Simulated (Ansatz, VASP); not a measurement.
## One calculation of C, two programs

INCAR

```
SYSTEM = C
PREC = Accurate ; ENCUT = 520
EDIFF = 1E-7 ; ISMEAR = 0
SIGMA = 0.05 ; LREAL = .False.
LASPH = .True. ; NELM = 100
ALGO = Normal ; ISIF = 2
LWAVE = .False. ; LCHARG = .False.
GGA = PE ; NBANDS = 36
```

KPOINTS

```
regular mesh
0
Gamma
  10 10 2
  0 0 0
```

POSCAR

```
C
1.0
    1.7834000000     -1.7834000000      0.0000000000
    1.7834000000      0.0000000000     -1.7834000000
   10.1058144400      5.6474927800      5.6474927800
C
12
Direct
    0.4409534733      0.4409534733      0.2708666667
   -0.0868298600     -0.0868298600      0.1042000000
   -0.0312631933     -0.0312631933      0.4375333333
    0.0243034733      0.0243034733      0.7708666667
    0.4965201400      0.4965201400      0.6042000000
   -0.4479131933     -0.4479131933      0.9375333333
    0.3367909733      0.3367909733      0.3958666667
    0.8090076400      0.8090076400      0.2292000000
   -0.1354256933     -0.1354256933      0.5625333333
   -0.0798590267     -0.0798590267      0.8958666667
   -0.6076423600     -0.6076423600      0.7292000000
    0.2812243067      0.2812243067      0.0625333333
```

Input for Ansatz:

```yaml
crystal:
  lattice:
    - [1.7834, -1.7834, 0.0]
    - [1.7834, 0.0, -1.7834]
    - [10.10581444, 5.64749278, 5.64749278]
  atoms:
    - { symbol: C, position: [0.4409534733, 0.4409534733, 0.2708666667] }
    - { symbol: C, position: [-0.08682986, -0.08682986, 0.1042] }
    - { symbol: C, position: [-0.0312631933, -0.0312631933, 0.4375333333] }
    - { symbol: C, position: [0.0243034733, 0.0243034733, 0.7708666667] }
    - { symbol: C, position: [0.49652014, 0.49652014, 0.6042] }
    - { symbol: C, position: [-0.4479131933, -0.4479131933, 0.9375333333] }
    - { symbol: C, position: [0.3367909733, 0.3367909733, 0.3958666667] }
    - { symbol: C, position: [0.80900764, 0.80900764, 0.2292] }
    - { symbol: C, position: [-0.1354256933, -0.1354256933, 0.5625333333] }
    - { symbol: C, position: [-0.0798590267, -0.0798590267, 0.8958666667] }
    - { symbol: C, position: [-0.60764236, -0.60764236, 0.7292] }
    - { symbol: C, position: [0.2812243067, 0.2812243067, 0.0625333333] }
basis:
  ecutwfc: 420
kpoints:
  mp_grid: { grid: [10, 10, 2] }
hamiltonian:
  xc: pbe
scf:
  occupations: { method: gaussian, width: 0.05 }
output:
  forces: true
  stress: true
  eigenvalues: true
```

Alike in both runs: task single point; functional PBE; k mesh 10 × 10 × 2; occupations gaussian, width 0.05 eV; no spin polarisation.

|  | VASP | Ansatz |
| --- | --- | --- |
| version | VASP 6.6.1 | Ansatz 0.2.0 |
| potentials or method | VASP PAW PBE potentials, release 64 (C), cutoff 520 eV | scalar-relativistic, plane waves, PAW |
| valence electrons in the cell | 48 | 48 |

|  | VASP | Ansatz | Ansatz less VASP |
| --- | --- | --- | --- |
| gap on the k mesh at the Fermi level (eV) | 0.79 | 0.79 | +0.003 |
| least direct gap on the mesh (eV) | 2.55 | 2.56 | +0.008 |
| pressure (GPa) | 2.9 | 2.3 | -0.67 |
| traceless stress, the component that is largest in VASP (GPa) | 15.50 | 15.50 | -0.003 |
| rms of the force components (eV/Å) | 1.108 | 1.111 | +0.0024 |

Atom by atom the forces differ by 0.005 eV/Å (rms over components).
